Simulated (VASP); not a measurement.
Here is a VASP 6.6.1 calculation.

INCAR

```
SYSTEM = Ta2Si
ALGO = Fast
EDIFF = 1E-6
ENCUT = 520
GGA = PS
ISIF = 2
ISMEAR = 0
LASPH = .TRUE.
LCHARG = .FALSE.
LREAL = .FALSE.
LWAVE = .FALSE.
NBANDS = 35
NELM = 60
PREC = Accurate
SIGMA = 0.15
```

The input KPOINTS:

```
k-points
0
G
  12 12 12
  0 0 0
```

POSCAR

```
Ta2Si
1.0
   -3.3138468571      3.3138468571      2.6206953359
    3.3138468571     -3.3138468571      2.6206953359
    3.3138468571      3.3138468571     -2.6206953359
Ta Si
4 2
Direct
    0.6630661939      0.8369338061      0.5000000000
    0.8369338061      0.3369338061      0.1738676123
    0.3369338061      0.1630661939      0.5000000000
    0.1630661939      0.6630661939      0.8261323878
    0.2500000000      0.2500000000      0.0000000000
    0.7500000000      0.7500000000      0.0000000000
```

Potentials or basis: VASP PAW PBE potentials, release 64 (Ta_pv, Si).

Run with:

```sh
$ cat potpaw_PBE.64/Ta_pv/POTCAR potpaw_PBE.64/Si/POTCAR > POTCAR
$ mpirun -np 1 vasp_std > vasp.out
```

Q: Predict the pressure.

A: -29.5 GPa.

Q: Estimate the largest force.

A: 0.268 eV/Å.

Q: What does it give for the band gap on the k mesh?

A: Zero (bands 26 and 27 overlap by 0.85 eV).

Forces in eV/Å, atoms in the order of the input:
```
Ta  -0.190  0.190  0.000
Ta  -0.190 -0.190  0.000
Ta   0.190 -0.190  0.000
Ta   0.190  0.190  0.000
Si   0.000  0.000  0.000
Si   0.000  0.000  0.000
```

Caveat: the cell differs from its parent crystal (strain +0.080 along x and y, +0.040 along z); the cell stands under tension; the PAW data sets were made with another functional, which shifts forces and pressure a little; spin-orbit coupling is left out, which moves the levels of the heavy elements.
